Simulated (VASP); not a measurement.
# FeBr4 (F-43m) in VASP: further runs

The runs below take FeBr4 through single point, with PBE.

All numbers are computed with VASP 6.6.1; they aren't measurements. Logs are shortened: lines on timing, memory, paths and dates and some standing lists are left out, and cuts for length are marked.

### 1 The cell of the first run

Symmetry: F-43m, No. 216, cubic system. Conventional cell: a = 10.235 Å, b = 10.235 Å, c = 10.235 Å, α = 90.00°, β = 90.00°, γ = 90.00°. Fe (site symmetry -43m) has 4 Br at 2.27 Å within 3.0 Å. Br (site symmetry 3m) has 1 Fe at 2.27 Å within 3.0 Å.

### 2 Single point, PBE, collinear spin, ferromagnetic start (53.61 Å³/atom)

Contents of INCAR:

```
PREC = Accurate ; ENCUT = 520
EDIFF = 1E-7 ; ISMEAR = 0
SIGMA = 0.1 ; LREAL = F
LASPH = T ; NELM = 150
ALGO = Normal ; ISIF = 2
LWAVE = F ; LCHARG = F
ISPIN = 2 ; MAGMOM = 3.36 0 0 0 0
LORBIT = 11 ; LMAXMIX = 4
GGA = PE ; NBANDS = 30
```

Contents of KPOINTS:

```
regular mesh
0
Gamma
  6 6 6
```

Contents of POSCAR:

```
FeBr4
1.0
    0.0000000000      5.1176710803      5.1176710803
    5.1176710803      0.0000000000      5.1176710803
    5.1176710803      5.1176710803      0.0000000000
Fe Br
1 4
Direct
    0.2500000000      0.2500000000      0.2500000000
    0.1218003551      0.6345989346      0.1218003551
    0.1218003551      0.1218003551      0.1218003551
    0.6345989346      0.1218003551      0.1218003551
    0.1218003551      0.1218003551      0.6345989346
```

Potentials or basis: VASP PAW PBE potentials, release 64 (Fe, Br).

On the command line:

```sh
$ cat potpaw_PBE.64/Fe/POTCAR potpaw_PBE.64/Br/POTCAR > POTCAR
$ mpirun -np 1 vasp_std > vasp.out
```

OUTCAR:

```text
PREC = Accurate
   ENCUT = 520
   EDIFF = 1E-7
   ISMEAR = 0
   LREAL = F
   LASPH = T
   NELM = 150
   ISIF = 2
   ISPIN = 2
   LORBIT = 11
   GGA = PE

 ion  position               nearest neighbor table
   1  0.250  0.250  0.250-   2 2.27   4 2.27   5 2.27   3 2.27
   2  0.122  0.635  0.122-   1 2.27
   3  0.122  0.122  0.122-   1 2.27
   4  0.635  0.122  0.122-   1 2.27
   5  0.122  0.122  0.635-   1 2.27

  LATTYP: Found a face centered cubic cell.
 ALAT       =    10.2353421606

  Lattice vectors:

 A1 = (   0.0000000000,   5.1176710803,   5.1176710803)
 A2 = (   5.1176710803,   0.0000000000,   5.1176710803)
 A3 = (   5.1176710803,   5.1176710803,   0.0000000000)

Analysis of symmetry for initial positions (statically):
=====================================================================
 Subroutine PRICEL returns:
 Original cell was already a primitive cell.

 Routine SETGRP: Setting up the symmetry group for a
 face centered cubic supercell.

 Subroutine GETGRP returns: Found 24 space group operations
 (whereof 24 operations were pure point group operations)
 out of a pool of 48 trial point group operations.

The static configuration has the point symmetry T_d .

Analysis of symmetry for dynamics (positions and initial velocities):
=====================================================================
 Subroutine PRICEL returns:
 Original cell was already a primitive cell.

 Routine SETGRP: Setting up the symmetry group for a
 face centered cubic supercell.

 Subroutine GETGRP returns: Found 24 space group operations
 (whereof 24 operations were pure point group operations)
 out of a pool of 48 trial point group operations.

The dynamic configuration has the point symmetry T_d .

Analysis of structural, dynamic, and magnetic symmetry:
=====================================================================
 Subroutine PRICEL returns:
 Original cell was already a primitive cell.

 Routine SETGRP: Setting up the symmetry group for a
 face centered cubic supercell.

 Subroutine GETGRP returns: Found 24 space group operations
 (whereof 24 operations were pure point group operations)
 out of a pool of 48 trial point group operations.

The overall configuration has the point symmetry T_d .

 Subroutine INISYM returns: Found 24 space group operations
 (whereof 24 operations are pure point group operations),
 and found     1 'primitive' translations

----------------------------------------------------------------------------------------

                                     Primitive cell

  volume of cell :     268.0693

  direct lattice vectors                    reciprocal lattice vectors
     0.000000000  5.117671080  5.117671080    -0.097700691  0.097700691  0.097700691
     5.117671080  0.000000000  5.117671080     0.097700691 -0.097700691  0.097700691
     5.117671080  5.117671080  0.000000000     0.097700691  0.097700691 -0.097700691

  length of vectors
     7.237479850  7.237479850  7.237479850     0.169222560  0.169222560  0.169222560

  position of ions in fractional coordinates (direct lattice)
     0.250000000  0.250000000  0.250000000
     0.121800355  0.634598935  0.121800355
     0.121800355  0.121800355  0.121800355
     0.634598935  0.121800355  0.121800355
     0.121800355  0.121800355  0.634598935

  ion indices of the primitive-cell ions
   primitive index   ion index
                 1           1
                 2           2
                 3           3
                 4           4
                 5           5

----------------------------------------------------------------------------------------

 KPOINTS: regular mesh

Automatic generation of k-mesh.
 Grid dimensions read from file:
 generate k-points for:    6    6    6

 Generating k-lattice:

  Cartesian coordinates                     Fractional coordinates (reciprocal lattice)
    -0.016283448  0.016283448  0.016283448     0.166666667  0.000000000  0.000000000
     0.016283448 -0.016283448  0.016283448     0.000000000  0.166666667  0.000000000
     0.016283448  0.016283448 -0.016283448     0.000000000  0.000000000  0.166666667

  Length of vectors
     0.028203760  0.028203760  0.028203760

  Shift w.r.t. Gamma in fractional coordinates (k-lattice)
     0.000000000  0.000000000  0.000000000

 Subroutine IBZKPT returns following result:
 ===========================================

 Found     16 irreducible k-points:

 Following reciprocal coordinates:
            Coordinates               Weight
  0.000000  0.000000  0.000000      1.000000
  0.166667  0.000000  0.000000      8.000000
  0.333333  0.000000  0.000000      8.000000
  0.500000  0.000000  0.000000      4.000000
  0.166667  0.166667  0.000000      6.000000
  0.333333  0.166667  0.000000     24.000000
[... 8 lines left out ...]
 -0.333333  0.333333  0.166667     24.000000
 -0.333333  0.500000  0.166667     12.000000
   k-points           NKPTS =     16   k-points in BZ     NKDIM =     16   number of bands    NBANDS=     30
   number of dos      NEDOS =    301   number of ions     NIONS =      5
   total plane-waves  NPLWV = 157464
   dimension x,y,z NGX =    54 NGY =   54 NGZ =   54
   dimension x,y,z NGXF=   108 NGYF=  108 NGZF=  108
   ions per type =               1   4
   NGX,Y,Z   is equivalent  to a cutoff of  12.40, 12.40, 12.40 a.u.
   NGXF,Y,Z  is equivalent  to a cutoff of  24.81, 24.81, 24.81 a.u.
 SYSTEM =  unknown system
   PREC   = accura    normal or accurate (medium, high low for compatibility)
   ISTART =      0    job   : 0-new  1-cont  2-samecut
   ICHARG =      2    charge: 1-file 2-atom 10-const
   ISPIN  =      2    spin polarized calculation?
   LNONCOLLINEAR =      F non collinear calculations
   LSORBIT =      F    spin-orbit coupling
   LASPH  =      T    aspherical Exc in radial PAW
   ENCUT  =  520.0 eV  38.22 Ry    6.18 a.u.  13.46 13.46 13.46*2*pi/ulx,y,z
   NELM   =    150;   NELMIN=  2; NELMDL= -5     # of ELM steps
   EDIFF  = 0.1E-06   stopping-criterion for ELM
   LREAL  =      F    real-space projection
   EDIFFG = 0.1E-05   stopping-criterion for IOM
   NSW    =      0    number of steps for IOM
   IBRION =     -1    ionic relax: 0-MD 1-quasi-New 2-CG
   NFREE  =      0    steps in history (QN), initial steepest desc. (CG)
   ISIF   =      2    stress and relaxation
   ISYM   =      2    0-nonsym 1-usesym 2-fastsym
   POTIM  = 0.5000    time-step for ionic-motion
   TEBEG  =    0.0;   TEEND  =   0.0 temperature during run
   PSTRESS=    0.0 pullay stress
   NELECT =      36.0000    total number of electrons
   NUPDOWN=      -1.0000    fix difference up-down
   EMIN   =  10.00;   EMAX   =-10.00  energy-range for DOS
   EFERMI =   0.00;   METHOD = LEGACY
   ISMEAR =     0;   SIGMA  =   0.10  broadening in eV -4-tet -1-fermi 0-gaus
   EFERMI_NEDOS =   21; number of points for ismear=-14 and -15
   IALGO  =     38    algorithm
   IMIX   =      4    mixing-type and parameters
     AMIX     =   0.40;   BMIX     =  1.00
     AMIX_MAG =   1.60;   BMIX_MAG =  1.00
  volume/ion in A,a.u.               =      53.61       361.80
  Fermi-wavevector in a.u.,A,eV,Ry     =   0.838352  1.584256  9.562648  0.702835
  Thomas-Fermi vector in A             =   1.952393
   LORBIT       =     11    0 simple, 1 ext, 2 COOP (PROOUT), +10 PAW based schemes
   GGA     = PE    functional components
   LHFCALC =     F    Hartree Fock is set to
   AEXX    =    0.0000 exact exchange contribution
   IVDW    =     0    specifies the selected vdW correction
   LEPSILON=     F    determine dielectric tensor
   LRPA    =     F    only Hartree local field effects (RPA)
 spin polarized calculation
 Gauss-broadening in eV      SIGMA  =   0.10
  energy-cutoff  :      520.00
  volume of cell :      268.07
 maximum number of plane-waves:      7243
 NGX is ok and might be reduce to    54
   NGX = 27   NGY = 27   NGZ = 27

 number of electron      36.0000005 magnetization       4.0000351

 Free energy of the ion-electron system (eV)
  ---------------------------------------------------
  ext. energy  EPLUGINS =         0.00000000
  ---------------------------------------------------
  free energy    TOTEN  =       -16.42655238 eV

  energy without entropy =      -16.39619048  energy(sigma->0) =      -16.41137143

 E-fermi :  -2.8436     XC(G=0):  -5.5927

 val. band max:       -2.8457994935   @ k =   0.3333   0.3333   0.0000
 cond. band min:      -2.8433342294   @ k =  -0.3333   0.3333   0.1667
 fundamental gap:      0.0024652641
 Fermi energy:        -2.8436145611

 spin component 1

 k-point     1 :       0.0000    0.0000    0.0000
  band No.  band energies     occupation
      1     -17.2975      1.00000
      2     -16.7217      1.00000
      3     -16.7217      1.00000
      4     -16.7217      1.00000
      5      -7.6830      1.00000
      6      -6.7820      1.00000
[... 22 lines left out ...]
     29       4.9375      0.00000
     30       6.4585      0.00000

 k-point     2 :       0.1667    0.0000    0.0000
  band No.  band energies     occupation
      1     -17.2721      1.00000
      2     -16.7536      1.00000
      3     -16.7220      1.00000
      4     -16.7220      1.00000
      5      -7.6226      1.00000
      6      -6.7983      1.00000
[... 22 lines left out ...]
     29       5.1002      0.00000
     30       6.9193      0.00000

 k-point     3 :       0.3333    0.0000    0.0000
  band No.  band energies     occupation
      1     -17.2090      1.00000
      2     -16.8296      1.00000
      3     -16.7225      1.00000
      4     -16.7225      1.00000
      5      -7.4952      1.00000
      6      -6.8230      1.00000
[... 395 lines left out ...]
      6      -6.8964      1.00000
[... 22 lines left out ...]
     29       6.0006      0.00000
     30       6.2347      0.00000

 k-point    16 :      -0.3333    0.5000    0.1667
  band No.  band energies     occupation
      1     -17.0440      1.00000
      2     -17.0080      1.00000
      3     -16.7239      1.00000
      4     -16.7239      1.00000
      5      -7.3473      1.00000
      6      -6.8944      1.00000
[... 22 lines left out ...]
     29       5.9257      0.00000
     30       6.0567      0.00000
 Fermi energy:        -2.8436145611

 spin component 2

 k-point     1 :       0.0000    0.0000    0.0000
  band No.  band energies     occupation
      1     -17.1436      1.00000
      2     -16.5672      1.00000
      3     -16.5672      1.00000
      4     -16.5672      1.00000
      5      -7.4407      1.00000
      6      -5.6470      1.00000
[... 22 lines left out ...]
     29       5.1089      0.00000
     30       6.4858      0.00000

 k-point     2 :       0.1667    0.0000    0.0000
  band No.  band energies     occupation
      1     -17.1182      1.00000
      2     -16.5992      1.00000
      3     -16.5675      1.00000
      4     -16.5675      1.00000
      5      -7.3473      1.00000
      6      -5.7155      1.00000
[... 22 lines left out ...]
     29       5.2723      0.00000
     30       6.9159      0.00000

 k-point     3 :       0.3333    0.0000    0.0000
  band No.  band energies     occupation
      1     -17.0552      1.00000
      2     -16.6751      1.00000
      3     -16.5680      1.00000
      4     -16.5680      1.00000
      5      -7.1236      1.00000
      6      -5.8877      1.00000
[... 418 lines left out ...]
     29       6.3275      0.00000
     30       6.4712      0.00000

 k-point    16 :      -0.3333    0.5000    0.1667
  band No.  band energies     occupation
      1     -16.8930      1.00000
      2     -16.8507      1.00000
      3     -16.5695      1.00000
      4     -16.5695      1.00000
      5      -6.5469      1.00000
      6      -6.4335      1.00000
[... 22 lines left out ...]
     29       6.0968      0.00000
     30       6.2552      0.00000

------------------------ aborting loop because EDIFF is reached ----------------------------------------

  FORCE on cell =-STRESS in cart. coord.  units (eV):
  Direction    XX          YY          ZZ          XY          YZ          ZX
  --------------------------------------------------------------------------------------
  -------------------------------------------------------------------------------------
  Total        0.8322782      0.8322782      0.8322782      0.0000000     -0.0000000      0.0000000
  in kB        4.9743001      4.9743001      4.9743001      0.0000000     -0.0000000      0.0000000
  external PRESSURE =       4.9743001 kB  Pullay stress =       0.0000000 kB

 VOLUME and BASIS-vectors are now :
 -----------------------------------------------------------------------------
  energy-cutoff  :      520.00
  volume of cell :      268.07
      direct lattice vectors                 reciprocal lattice vectors
     0.000000000  5.117671080  5.117671080    -0.097700691  0.097700691  0.097700691
     5.117671080  0.000000000  5.117671080     0.097700691 -0.097700691  0.097700691
     5.117671080  5.117671080  0.000000000     0.097700691  0.097700691 -0.097700691

 POSITION                                       TOTAL-FORCE (eV/Angst)
 -----------------------------------------------------------------------------------
      2.55884      2.55884      2.55884        -0.000000     -0.000000     -0.000000
      3.87100      1.24667      3.87100         0.004794     -0.004794      0.004794
      1.24667      1.24667      1.24667        -0.004794     -0.004794     -0.004794
      1.24667      3.87100      3.87100        -0.004794      0.004794      0.004794
      3.87100      3.87100      1.24667         0.004794      0.004794     -0.004794
 -----------------------------------------------------------------------------------
    total drift:                                0.000000      0.000000      0.000001

  FREE ENERGIE OF THE ION-ELECTRON SYSTEM (eV)
  ---------------------------------------------------
  free  energy   TOTEN  =       -16.4265523801 eV

  energy  without entropy=      -16.3961904835  energy(sigma->0) =      -16.41137143

 total charge

# of ion       s       p       d       tot
------------------------------------------
    1        0.433   0.502   6.051   6.987
    2        1.623   3.179   0.021   4.823
    3        1.623   3.179   0.021   4.823
    4        1.623   3.179   0.021   4.823
    5        1.623   3.179   0.021   4.823
--------------------------------------------------
tot          6.924  13.218   6.137  26.278

 magnetization (x)

# of ion       s       p       d       tot
------------------------------------------
    1        0.019   0.045   3.048   3.112
    2        0.007   0.118   0.003   0.127
    3        0.007   0.118   0.003   0.127
    4        0.007   0.118   0.003   0.127
    5        0.007   0.118   0.003   0.127
--------------------------------------------------
tot          0.046   0.516   3.060   3.621
```

Run time: 4.7 min. Hardware: 1 thread of Intel Xeon 6975P-C (Granite Rapids), shared host; peak memory 0.62 GiB.

Results:

| Item | Value |
| --- | --- |
| Free energy | -16.4266 eV |
| Pressure | 0.5 GPa |
| Largest force | 0.008 eV/Å |
| Band gap on the k mesh | zero (filled and empty bands overlap) |
| Net moment | 4.00 μB per cell |
| Site moments | Fe +3.11; Br +0.13 μB |
| Valence electrons inside the program's atomic spheres | Fe 6.99; Br 4.82 |

Forces on the atoms (eV/Å):
```
Fe   0.000  0.000  0.000
Br   0.005 -0.005  0.005
Br  -0.005 -0.005 -0.005
Br  -0.005  0.005  0.005
Br   0.005  0.005 -0.005
```

Levels at points of the mesh, in eV from the Fermi level:
Spin up:
| k point | band 17 | band 18 | band 19 | band 20 | band 21 | band 22 | band 23 | band 24 |
| --- | --- | --- | --- | --- | --- | --- | --- | --- |
| (0.00, 0.00, 0.00) | -0.70 | -0.70 | 0.19 | 0.19 | 0.19 | 4.78 | 5.88 | 7.17 |
| (0.50, 0.00, 0.00) | -0.98 | -0.96 | -0.70 | 0.11 | 0.11 | 6.04 | 6.43 | 6.54 |
| (0.50, 0.50, 0.00) | -1.29 | -0.89 | -0.70 | -0.04 | -0.04 | 6.58 | 6.72 | 7.54 |
Spin down:
```
           k point  band 14  band 15  band 16  band 17  band 18  band 19
(0.00, 0.00, 0.00)    -0.51    -0.51    -0.51     0.70     0.70     1.60
(0.50, 0.00, 0.00)    -1.14    -1.14    -0.51     0.81     0.81     0.90
(0.50, 0.50, 0.00)    -1.23    -1.00    -1.00     0.67     0.94     1.01
```

Caveat: semilocal functionals often make such compounds metallic where correlation or magnetic order opens a gap, which also shifts bond lengths.

(Part 1 of 2 ends here.)
